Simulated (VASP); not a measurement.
Ti3C: relaxation of the atoms with PBE

The system is Ti3C, a slab with vacuum.

```
Ti C
1.0
     2.90754    0.00000    0.00000
     0.00000    2.90754    0.00000
     0.00000    0.00000   19.30598
Ti C
3 1
Direct
  0.50000 0.50000 0.20719
  0.00000 0.00000 0.30576
  0.50000 0.50000 0.40433
  0.83333 0.83333 0.47892
```

```
Program                             : VASP 6.6.1
Task                                : relaxation of the atoms
Functional                          : PBE
Potentials or basis                 : VASP PAW PBE potentials, release 64 (Ti_sv, C)
Cutoff                              : 520 eV
k mesh                              : 9 × 9 × 1
Occupations                         : gaussian, width 0.1 eV
Spin                                : no spin polarisation
Dipole correction                   : yes
Atoms held fixed (from 0)           : [0, 1, 2]
Further INCAR settings              : ALGO = Fast; EDIFF = 1e-06; IBRION = 2; EDIFFG = -0.025; NSW = 36
Atoms held along some axes (from 0) : atom 3 along a and b
```

| Property | Result |
| --- | --- |
| Energy gained by relaxing | 173.5 meV/atom |
| Ionic steps | 5 |
| Band gap on the k mesh | zero (bands 20 and 21 overlap by 0.18 eV) |

The path:
| step | energy change (eV) | largest force on free atoms (eV/Å) | pressure (GPa) |
| --- | --- | --- | --- |
| 1 | 0.0000 | 2.5994 | -1.84 |
| 2 | -0.3080 | 2.2408 | -1.01 |
| 3 | -0.6738 | 0.6213 | 2.90 |
| 4 | -0.6929 | 0.1450 | 1.88 |
| 5 | -0.6941 | 0.0032 | 2.07 |

Final structure:
```
Ti C
1.0
     2.90754    0.00000    0.00000
     0.00000    2.90754    0.00000
     0.00000    0.00000   19.30598
Ti C
3 1
Direct
  0.50000 0.50000 0.20719
  0.00000 0.00000 0.30576
  0.50000 0.50000 0.40433
  0.83333 0.83333 0.45637
```

Levels at points of the mesh, in eV from the Fermi level:
```
           k point  band 18  band 19  band 20  band 21  band 22  band 23
(0.00, 0.00, 0.00)    -1.12    -0.48    -0.02     0.41     1.13     1.27
```

Wall time 44 min on 1 thread of Oxide Virtual Turin-like Processor, on a shared host, peak memory 0.3 GiB.
